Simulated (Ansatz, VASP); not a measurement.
ZnSe: VASP beside Ansatz

```
Zn Se
1.0
     0.00000    2.82749    2.82749
     2.82749    0.00000    2.82749
     2.82749    2.82749    0.00000
Zn Se
1 1
Direct
  0.00000 0.00000 0.00000
  0.75000 0.75000 0.75000
```

Alike in both runs: task single point; functional PBE; dispersion D3(BJ); k mesh 8 × 8 × 8; occupations gaussian, width 0.05 eV; no spin polarisation.

|  | VASP | Ansatz |
| --- | --- | --- |
| version | VASP 6.6.1 | Ansatz 0.2.0 |
| potentials or method | VASP PAW PBE potentials, release 64 (Zn, Se), cutoff 520 eV | scalar-relativistic, plane waves, PAW |
| valence electrons in the cell | 18 | 28 |

|  | VASP | Ansatz | Ansatz less VASP |
| --- | --- | --- | --- |
| gap on the k mesh at the Fermi level (eV) | 1.32 | 1.31 | -0.002 |
| least direct gap on the mesh (eV) | 1.32 | 1.31 | -0.002 |
| pressure (GPa) | 0.2 | 0.0 | -0.25 |

VASP's potentials hold 18 valence electrons a cell and Ansatz's 28, so a difference there can come from the potentials and not from the codes.
